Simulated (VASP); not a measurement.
# Na2Hg (P6_3/mmc) in VASP: notebook, part 2 of 2

VASP 6.6.1. Earlier steps stand in the parts before.

## (3) Single point, PBE

This run uses another cell than the first one, of 18.54 Å³/atom, 0.652 times its volume.

Input file INCAR:

```
  ALGO = Normal
  EDIFF = 1E-6
  ENCUT = 520
  GGA = PE
  ISIF = 2
  ISMEAR = 0
  LASPH = True
  LCHARG = False
  LREAL = False
  LWAVE = False
  NBANDS = 35
  NELM = 100
  PREC = Accurate
  SIGMA = 0.1
```

Input file KPOINTS:

```
k-points
0
Gamma
  6 6 4
```

Input file POSCAR:

```
Na2Hg
1.0
    4.7242728000      0.0000000000      0.0000000000
   -2.3621364000      4.0913402600      0.0000000000
    0.0000000000      0.0000000000      5.7567432400
Na Hg
4 2
Direct
    0.3333333300      0.6666666700      0.2500000000
    0.6666666700      0.3333333300      0.7500000000
    0.0000000000      0.0000000000      0.0000000000
    0.0000000000      0.0000000000      0.5000000000
    0.3333333300      0.6666666700      0.7500000000
    0.6666666700      0.3333333300      0.2500000000
```

Potentials or basis: VASP PAW PBE potentials, release 64 (Na_pv, Hg).

Launch:

```bash
> cat potpaw_PBE.64/Na_pv/POTCAR potpaw_PBE.64/Hg/POTCAR > POTCAR
> mpirun -np 1 vasp_std > vasp.out
```

OUTCAR:

```text
EDIFF = 1E-6
   ENCUT = 520
   GGA = PE
   ISIF = 2
   ISMEAR = 0
   LASPH = True
   LREAL = False
   NELM = 100
   PREC = Accurate

 ion  position               nearest neighbor table
   1  0.333  0.667  0.250-   6 2.73   6 2.73   6 2.73   5 2.88   5 2.88
   2  0.667  0.333  0.750-   5 2.73   5 2.73   5 2.73   6 2.88   6 2.88
   3  0.000  0.000  0.000-   5 3.08   6 3.08   6 3.08   5 3.08   6 3.08   5 3.08
   4  0.000  0.000  0.500-   5 3.08   6 3.08   6 3.08   5 3.08   6 3.08   5 3.08
   5  0.333  0.667  0.750-   2 2.73   2 2.73   2 2.73   1 2.88   1 2.88   3 3.08   4 3.08   4 3.08
                             3 3.08   4 3.08   3 3.08
   6  0.667  0.333  0.250-   1 2.73   1 2.73   1 2.73   2 2.88   2 2.88   3 3.08   4 3.08   3 3.08
                             4 3.08   3 3.08   4 3.08

  LATTYP: Found a hexagonal cell.
 ALAT       =     4.7242728000
 C/A-ratio  =     1.2185458977

  Lattice vectors:

 A1 = (   4.7242728000,   0.0000000000,   0.0000000000)
 A2 = (  -2.3621364000,   4.0913402600,   0.0000000000)
 A3 = (   0.0000000000,   0.0000000000,   5.7567432400)

Analysis of symmetry for initial positions (statically):
=====================================================================
 Subroutine PRICEL returns:
 Original cell was already a primitive cell.

 Routine SETGRP: Setting up the symmetry group for a
 hexagonal supercell.

 Subroutine GETGRP returns: Found 24 space group operations
 (whereof 12 operations were pure point group operations)
 out of a pool of 24 trial point group operations.

The static configuration has the point symmetry D_3d.
 The point group associated with its full space group is D_6h.

Analysis of symmetry for dynamics (positions and initial velocities):
=====================================================================
 Subroutine PRICEL returns:
 Original cell was already a primitive cell.

 Routine SETGRP: Setting up the symmetry group for a
 hexagonal supercell.

 Subroutine GETGRP returns: Found 24 space group operations
 (whereof 12 operations were pure point group operations)
 out of a pool of 24 trial point group operations.

The dynamic configuration has the point symmetry D_3d.
 The point group associated with its full space group is D_6h.

 Subroutine INISYM returns: Found 24 space group operations
 (whereof 12 operations are pure point group operations),
 and found     1 'primitive' translations

----------------------------------------------------------------------------------------

                                     Primitive cell

  volume of cell :     111.2698

  direct lattice vectors                    reciprocal lattice vectors
     4.724272800  0.000000000  0.000000000     0.211672789  0.122209342  0.000000000
    -2.362136400  4.091340260  0.000000000     0.000000000  0.244418683  0.000000000
     0.000000000  0.000000000  5.756743240     0.000000000  0.000000000  0.173709328

  length of vectors
     4.724272800  4.724272801  5.756743240     0.244418684  0.244418683  0.173709328

  position of ions in fractional coordinates (direct lattice)
[... 38 lines left out ...]
 ===========================================

 Found     21 irreducible k-points:

 Following reciprocal coordinates:
            Coordinates               Weight
  0.000000  0.000000  0.000000      1.000000
  0.166667  0.000000  0.000000      6.000000
  0.333333  0.000000  0.000000      6.000000
  0.500000  0.000000  0.000000      3.000000
  0.166667  0.166667  0.000000      6.000000
  0.333333  0.166667  0.000000     12.000000
[... 13 lines left out ...]
  0.333333  0.166667  0.500000     12.000000
  0.333333  0.333333  0.500000      2.000000
   k-points           NKPTS =     21   k-points in BZ     NKDIM =     21   number of bands    NBANDS=     35
   number of dos      NEDOS =    301   number of ions     NIONS =      6
   total plane-waves  NPLWV =  62208
   dimension x,y,z NGX =    36 NGY =   36 NGZ =   48
   dimension x,y,z NGXF=    72 NGYF=   72 NGZF=   96
   ions per type =               4   2
   NGX,Y,Z   is equivalent  to a cutoff of  12.67, 12.67, 13.86 a.u.
   NGXF,Y,Z  is equivalent  to a cutoff of  25.34, 25.34, 27.72 a.u.
 SYSTEM =  unknown system
   PREC   = accura    normal or accurate (medium, high low for compatibility)
   ISTART =      0    job   : 0-new  1-cont  2-samecut
   ICHARG =      2    charge: 1-file 2-atom 10-const
   ISPIN  =      1    spin polarized calculation?
   LNONCOLLINEAR =      F non collinear calculations
   LSORBIT =      F    spin-orbit coupling
   LASPH  =      T    aspherical Exc in radial PAW
   ENCUT  =  520.0 eV  38.22 Ry    6.18 a.u.   8.78  8.78 10.70*2*pi/ulx,y,z
   NELM   =    100;   NELMIN=  2; NELMDL= -5     # of ELM steps
   EDIFF  = 0.1E-05   stopping-criterion for ELM
   LREAL  =      F    real-space projection
   EDIFFG = 0.1E-04   stopping-criterion for IOM
   NSW    =      0    number of steps for IOM
   IBRION =     -1    ionic relax: 0-MD 1-quasi-New 2-CG
   NFREE  =      0    steps in history (QN), initial steepest desc. (CG)
   ISIF   =      2    stress and relaxation
   ISYM   =      2    0-nonsym 1-usesym 2-fastsym
   POTIM  = 0.5000    time-step for ionic-motion
   TEBEG  =    0.0;   TEEND  =   0.0 temperature during run
   PSTRESS=    0.0 pullay stress
   NELECT =      52.0000    total number of electrons
   NUPDOWN=      -1.0000    fix difference up-down
   EMIN   =  10.00;   EMAX   =-10.00  energy-range for DOS
   EFERMI =   0.00;   METHOD = LEGACY
   ISMEAR =     0;   SIGMA  =   0.10  broadening in eV -4-tet -1-fermi 0-gaus
   EFERMI_NEDOS =   21; number of points for ismear=-14 and -15
   IALGO  =     38    algorithm
   IMIX   =      4    mixing-type and parameters
     AMIX     =   0.40;   BMIX     =  1.00
     AMIX_MAG =   1.60;   BMIX_MAG =  1.00
  volume/ion in A,a.u.               =      18.54       125.15
  Fermi-wavevector in a.u.,A,eV,Ry     =   1.270428  2.400761 21.959638  1.613988
  Thomas-Fermi vector in A             =   2.403416
   LORBIT       =      0    0 simple, 1 ext, 2 COOP (PROOUT), +10 PAW based schemes
   GGA     = PE    functional components
   LHFCALC =     F    Hartree Fock is set to
   AEXX    =    0.0000 exact exchange contribution
   IVDW    =     0    specifies the selected vdW correction
   LEPSILON=     F    determine dielectric tensor
   LRPA    =     F    only Hartree local field effects (RPA)
 non-spin polarized calculation
 Gauss-broadening in eV      SIGMA  =   0.10
  energy-cutoff  :      520.00
  volume of cell :      111.27
 maximum number of plane-waves:      3039
 NGX is ok and might be reduce to    36
   NGX = 17   NGY = 17   NGZ = 21

 number of electron      52.0000057 magnetization

 Free energy of the ion-electron system (eV)
  ---------------------------------------------------
  ext. energy  EPLUGINS =         0.00000000
  ---------------------------------------------------
  free energy    TOTEN  =        -4.65040317 eV

  energy without entropy =       -4.64008535  energy(sigma->0) =       -4.64524426

 E-fermi :   3.5689     XC(G=0):  -9.8412

 val. band max:        3.5135902127   @ k =   0.3333   0.1667   0.0000
 cond. band min:       3.5821839458   @ k =   0.5000   0.0000   0.0000
 fundamental gap:      0.0685937331
 Fermi energy:         3.5688752050

 k-point     1 :       0.0000    0.0000    0.0000
  band No.  band energies     occupation
      1     -21.2011      2.00000
      2     -21.0587      2.00000
      3     -21.0587      2.00000
      4     -21.0137      2.00000
      5     -21.0137      2.00000
      6     -20.9781      2.00000
[... 787 lines left out ...]
     34      10.9776      0.00000
     35      12.0250      0.00000

------------------------ aborting loop because EDIFF is reached ----------------------------------------

  FORCE on cell =-STRESS in cart. coord.  units (eV):
  Direction    XX          YY          ZZ          XY          YZ          ZX
  --------------------------------------------------------------------------------------
  -------------------------------------------------------------------------------------
  Total       12.1284637     12.1284638     11.0712145      0.0000000     -0.0000000      0.0000000
  in kB      174.6380808    174.6380808    159.4147204      0.0000000     -0.0000000      0.0000000
  external PRESSURE =     169.5636273 kB  Pullay stress =       0.0000000 kB

 VOLUME and BASIS-vectors are now :
 -----------------------------------------------------------------------------
  energy-cutoff  :      520.00
  volume of cell :      111.27
      direct lattice vectors                 reciprocal lattice vectors
     4.724272800  0.000000000  0.000000000     0.211672789  0.122209342  0.000000000
    -2.362136400  4.091340260  0.000000000     0.000000000  0.244418683  0.000000000
     0.000000000  0.000000000  5.756743240     0.000000000  0.000000000  0.173709328

 POSITION                                       TOTAL-FORCE (eV/Angst)
 -----------------------------------------------------------------------------------
     -0.00000      2.72756      1.43919         0.000000      0.000000      0.000000
      2.36214      1.36378      4.31756        -0.000000     -0.000000      0.000000
      0.00000      0.00000      0.00000        -0.000000      0.000000      0.000000
      0.00000      0.00000      2.87837        -0.000000      0.000000      0.000000
     -0.00000      2.72756      4.31756        -0.000000      0.000000      0.000000
      2.36214      1.36378      1.43919         0.000000     -0.000000      0.000000
 -----------------------------------------------------------------------------------
    total drift:                               -0.000003      0.000002      0.000000

  FREE ENERGIE OF THE ION-ELECTRON SYSTEM (eV)
  ---------------------------------------------------
  free  energy   TOTEN  =        -4.6504031671 eV

  energy  without entropy=       -4.6400853458  energy(sigma->0) =       -4.64524426
```

It took 80 s on 1 thread of Oxide Virtual Turin-like, shared host; peak memory 0.23 GiB.

What came out:

```
Free energy            : -4.6504 eV
Pressure               : 17.0 GPa
Band gap on the k mesh : zero (band 26 reaches 5.78 eV, above the bottom of band 27 at 2.56 eV)
```

Caveat: spin-orbit coupling is left out, which moves the levels of the heavy elements.
